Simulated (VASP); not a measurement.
Here is a VASP 6.6.1 calculation.

Contents of INCAR:

```
PREC = Accurate
ENCUT = 600
EDIFF = 1E-7
ISMEAR = 0
SIGMA = 0.1
LREAL = False
LASPH = True
NELM = 100
ALGO = Normal
ISIF = 3
LWAVE = False
LCHARG = False
GGA = PE
IBRION = 2
NSW = 100
EDIFFG = -0.01
```

Contents of KPOINTS:

```
Automatic mesh
0
Gamma
  12 12 8
```

File POSCAR:

```
CsNaP2
1.0
    4.0543382002      0.0000000000      0.0000000000
    0.0000000000      4.0543382002      0.0000000000
    0.0000000000      0.0000000000      7.0995426158
Cs Na P
1 1 2
Direct
    0.0000000000      0.0000000000      0.5000000000
    0.0000000000      0.0000000000      0.0000000000
    0.5000000000      0.5000000000      0.1460068877
    0.5000000000      0.5000000000      0.8539931123
```

Potentials or basis: VASP PAW PBE potentials, release 64 (Cs_sv, Na_pv, P).

Command:

```sh
$ cat potpaw_PBE.64/Cs_sv/POTCAR potpaw_PBE.64/Na_pv/POTCAR potpaw_PBE.64/P/POTCAR > POTCAR
$ mpirun -np 1 vasp_std > vasp.out
```

Q: Predict the space group after relaxing (to 0.05 Å).

A: P4/mmm (No. 123).

Q: Predict the relaxed cell.

A: a = 4.024 Å, b = 4.024 Å, c = 7.178 Å, α = 90.00°, β = 90.00°, γ = 90.00°.

Forces in eV/Å, atoms in the order of the input:
```
Cs   0.000  0.000  0.000
Na   0.000  0.000  0.000
P    0.000  0.000 -0.007
P    0.000  0.000  0.007
```
